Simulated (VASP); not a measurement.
Input of a VASP 6.6.1 run:

POSCAR

```
Ni
1.0
   -1.3779765466      1.3779765466      1.3779765466
    1.3779765466     -1.3779765466      1.3779765466
    1.3779765466      1.3779765466     -1.3779765466
Ni
1
Direct
    0.0000000000      0.0000000000      0.0000000000
```

The input INCAR.step1:

```
SYSTEM = Ni
ALGO = Normal
EDIFF = 1E-4
ENCUT = 520
GGA = PE
ISMEAR = -1
LASPH = .True.
LCHARG = .False.
LREAL = .False.
LWAVE = .True.
NBANDS = 11
NELM = 60
PREC = Accurate
SIGMA = 0.1
```

The input INCAR.step2:

```
SYSTEM = Ni
ALGO = Normal
EDIFF = 1E-6
ENCUT = 520
ISIF = 2
ISMEAR = -1
ISTART = 1
LASPH = .True.
LCHARG = .False.
LMIXTAU = .True.
LREAL = .False.
LWAVE = .False.
METAGGA = R2SCAN
NBANDS = 11
NELM = 60
PREC = Accurate
SIGMA = 0.1
```

KPOINTS

```
k-points
0
Gamma
  18 18 18
  0 0 0
```

Potentials or basis: VASP PAW PBE potentials, release 64 (Ni).

The run is started by

```sh
$ cat potpaw_PBE.64/Ni/POTCAR > POTCAR
$ cp INCAR.step1 INCAR
$ mpirun -np 1 vasp_std > vasp.out
$ cp INCAR.step2 INCAR
$ mpirun -np 1 vasp_std > vasp.out
```

(1) What does it give for the pressure?

(2) What does it give for the band gap on the k mesh?

Answers

(1) 0.5 GPa.

(2) zero (band 5 reaches 9.95 eV, above the bottom of band 6 at 8.76 eV).

Caveat: the PAW data sets were made with another functional, which shifts forces and pressure a little; the run has no spin polarisation, though such a crystal can be magnetic.
